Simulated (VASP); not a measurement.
# SnO2 (Imm2) in VASP: notebook, part 2 of 2

VASP 6.6.1. Earlier steps stand in the parts before.

### 3 Single point, PBE (atom 3 (O) moved by +0.000 Å along [0 1 0] and +0.293 Å along [0 0 1])

INCAR

```
SYSTEM = SnO2
PREC = Accurate
ENCUT = 520
EDIFF = 1E-6
ISMEAR = 0
SIGMA = 0.05
LREAL = .FALSE.
LASPH = .TRUE.
NELM = 100
ALGO = Normal
ISIF = 2
LWAVE = .FALSE.
LCHARG = .FALSE.
GGA = PE
NBANDS = 35
```

KPOINTS

```
regular mesh
0
G
  10 10 10
  0 0 0
```

POSCAR

```
SnO2
1.0
   -2.0262505044      2.0262505044      5.1806864801
    2.0262505044     -2.0262505044      5.1806864801
    2.0262505044      2.0262505044     -5.1806864801
Sn O
2 4
Direct
    0.7500000000      0.2500000000      0.5000000000
    0.0000000000      0.0000000000      0.0000000000
    0.8259051032      0.8259051032      0.0000000000
    0.9524019562      0.4524019562      0.5000000000
    0.2024019562      0.2024019562      0.0000000000
    0.5475980438      0.0475980438      0.5000000000
```

Potentials or basis: VASP PAW PBE potentials, release 64 (Sn_d, O).

The run is started by

```console
$ cat potpaw_PBE.64/Sn_d/POTCAR potpaw_PBE.64/O/POTCAR > POTCAR
$ mpirun -np 1 vasp_std > vasp.out
```

OUTCAR:

```text
SYSTEM = SnO2
   PREC = Accurate
   ENCUT = 520
   EDIFF = 1E-6
   ISMEAR = 0
   LREAL = .FALSE.
   LASPH = .TRUE.
   NELM = 100
   ISIF = 2
   GGA = PE

 ion  position               nearest neighbor table
   1  0.750  0.250  0.500-   5 2.09   5 2.09   6 2.10   4 2.10   3 2.17   3 2.17   2 3.29   2 3.29
                             2 3.29   2 3.29
   2  0.000  0.000  0.000-   3 1.80   6 2.09   4 2.09   6 2.09   4 2.09   5 2.10   1 3.29   1 3.29
                             1 3.29   1 3.29
   3  0.826  0.826  0.000-   2 1.80   1 2.17   1 2.17
   4  0.952  0.452  0.500-   2 2.09   2 2.09   1 2.10
   5  0.202  0.202  0.000-   1 2.09   1 2.09   2 2.10
   6  0.548  0.048  0.500-   2 2.09   2 2.09   1 2.10
[... 1121 lines left out ...]
  Total        1.2868781      0.9634684     10.5164385      0.0000000      0.0000000      0.0000000
  in kB       24.2334040     18.1432256    198.0367059      0.0000000      0.0000000      0.0000000
  external PRESSURE =      80.1377785 kB  Pullay stress =       0.0000000 kB

 VOLUME and BASIS-vectors are now :
 -----------------------------------------------------------------------------
  energy-cutoff  :      520.00
  volume of cell :       85.08
      direct lattice vectors                 reciprocal lattice vectors
    -2.026250504  2.026250504  5.180686480     0.000000000  0.246761197  0.096512306
     2.026250504 -2.026250504  5.180686480     0.246761197  0.000000000  0.096512306
     2.026250504  2.026250504 -5.180686480     0.246761197  0.246761197  0.000000000

 POSITION                                       TOTAL-FORCE (eV/Angst)
 -----------------------------------------------------------------------------------
      0.00000      2.02625      2.59034        -0.000000      0.000000      1.005372
      0.00000      0.00000      0.00000         0.000000     -0.000000      5.199624
      0.00000      0.00000      8.55751        -0.000000      0.000000     -7.963577
      0.00000      2.02625      4.68751        -0.000000      0.000000      0.721213
      0.00000      0.00000      2.09716        -0.000000      0.000000      0.287071
      0.00000      2.02625      0.49318        -0.000000      0.000000      0.750297
 -----------------------------------------------------------------------------------
    total drift:                                0.000000      0.000000     -0.000093

  FREE ENERGIE OF THE ION-ELECTRON SYSTEM (eV)
  ---------------------------------------------------
  free  energy   TOTEN  =       -36.0213213327 eV

  energy  without entropy=      -36.0213213326  energy(sigma->0) =      -36.02132133
```

OSZICAR:

```text
N       E                     dE             d eps       ncg     rms          rms(c)
DAV:   1     0.654423665424E+03    0.65442E+03   -0.25564E+04 13085   0.221E+03
DAV:   2     0.635815621973E+02   -0.59084E+03   -0.55560E+03 13189   0.610E+02
DAV:   3    -0.371816787226E+02   -0.10076E+03   -0.99003E+02 12924   0.211E+02
DAV:   4    -0.426257928680E+02   -0.54441E+01   -0.54035E+01 14871   0.541E+01
DAV:   5    -0.427717689940E+02   -0.14598E+00   -0.14578E+00 14440   0.925E+00    0.165E+01
DAV:   6    -0.359030591340E+02    0.68687E+01   -0.19866E+01 19063   0.715E+01    0.622E+00
DAV:   7    -0.360520030687E+02   -0.14894E+00   -0.25163E+00 12976   0.887E+00    0.338E+00
DAV:   8    -0.360298200780E+02    0.22183E-01   -0.24880E-01 18117   0.520E+00    0.859E-01
DAV:   9    -0.360193566756E+02    0.10463E-01   -0.53432E-02 18954   0.343E+00    0.138E-01
DAV:  10    -0.360206654151E+02   -0.13087E-02   -0.63538E-03 13016   0.568E-01    0.111E-01
DAV:  11    -0.360212212240E+02   -0.55581E-03   -0.57316E-04 15962   0.245E-01    0.327E-02
DAV:  12    -0.360213088765E+02   -0.87653E-04   -0.12030E-04 13906   0.925E-02    0.984E-03
DAV:  13    -0.360213202545E+02   -0.11378E-04   -0.19050E-05 15126   0.407E-02    0.467E-03
DAV:  14    -0.360213212939E+02   -0.10394E-05   -0.29437E-06 11878   0.203E-02    0.205E-03
DAV:  15    -0.360213213327E+02   -0.38744E-07   -0.76583E-07  9211   0.834E-03
   1 F= -.36021321E+02 E0= -.36021321E+02  d E =-.272042E-11
```

Wall time 18 min (1 thread of Intel Xeon 8259CL, shared host); peak memory 0.6 GiB.

What came out:

* Free energy: -36.0213 eV
* Pressure: 8.0 GPa
* Largest force: 7.964 eV/Å
* Band gap on the k mesh: 1.30 eV (least direct gap 1.51 eV)

Forces in eV/Å, atoms in the order of the input:
```
Sn   0.000  0.000  1.005
Sn   0.000  0.000  5.200
O    0.000  0.000 -7.964
O    0.000  0.000  0.721
O    0.000  0.000  0.287
O    0.000  0.000  0.750
```

Caveat: the cell differs from its parent crystal (atom 3 (O) moved by +0.000 Å along [0 1 0] and +0.293 Å along [0 0 1]); the stress differs along the axes, from 2 to 20 GPa; spin-orbit coupling is left out, which moves the levels of the heavy elements; forces of over 1 eV/Å act on the atoms, so gaps and moduli don't describe the material at rest. A k mesh can miss the band edges.
